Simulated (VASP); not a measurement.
Set up this calculation in VASP 6.6.1, as the native input.

* Task: single point
* Functional: PBE
* Potentials or basis: VASP PAW PBE potentials, release 64 (Pb_d, S)
* Cutoff: 520 eV
* k mesh: 7 × 7 × 3
* Occupations: fermi-dirac, width 0.01 eV
* Spin: no spin polarisation
* Dipole correction: no
* Further INCAR settings: ALGO = Normal; EDIFF = 1e-06; NBANDS = 28

The structure of PbS lies in POSCAR:

```
PbS
1.0
    2.9115000000     -2.8705950000      0.0004050000
    2.9695000000      2.9294050000      0.0584050000
   -0.9629571000      0.1062924000     11.6984895000
Pb S
2 2
Direct
    0.7756000000      0.7756000000      0.6363800000
    0.2244000000      0.2244000000      0.3636200000
    0.2684000000      0.2684000000      0.5986000000
    0.7316000000      0.7316000000      0.4014000000
```

This cell differs from its parent crystal: equal xy, yz and zx shear strains of +2 %.

One way to write it, as run:

INCAR

```
SYSTEM = PbS
PREC = Accurate
ENCUT = 520
EDIFF = 1E-6
ISMEAR = -1
SIGMA = 0.01
LREAL = .FALSE.
LASPH = .TRUE.
NELM = 60
ALGO = Normal
ISIF = 2
LWAVE = .FALSE.
LCHARG = .TRUE.
GGA = PE
LELF = .TRUE.
LVHAR = .TRUE.
NBANDS = 28
```

KPOINTS

```
Automatic mesh
0
G
  7 7 3
  0 0 0
```

Potentials or basis: VASP PAW PBE potentials, release 64 (Pb_d, S).

Command:

```bash
$ cat potpaw_PBE.64/Pb_d/POTCAR potpaw_PBE.64/S/POTCAR > POTCAR
$ mpirun -np 1 vasp_std > vasp.out
```

It gave:

```yaml
Largest_force: 0.409 eV/Å
Band_gap_on_the_k_mesh: 1.26 eV
```

Caveat: the cell differs from its parent crystal (equal xy, yz and zx shear strains of +2 %); spin-orbit coupling is left out, which moves the levels of the heavy elements.

Wall time 6.3 min on 1 thread of Intel(R) Xeon(R) Platinum 8375C CPU @ 2.90GHz (Ice Lake), on a shared host, peak memory 0.5 GiB.
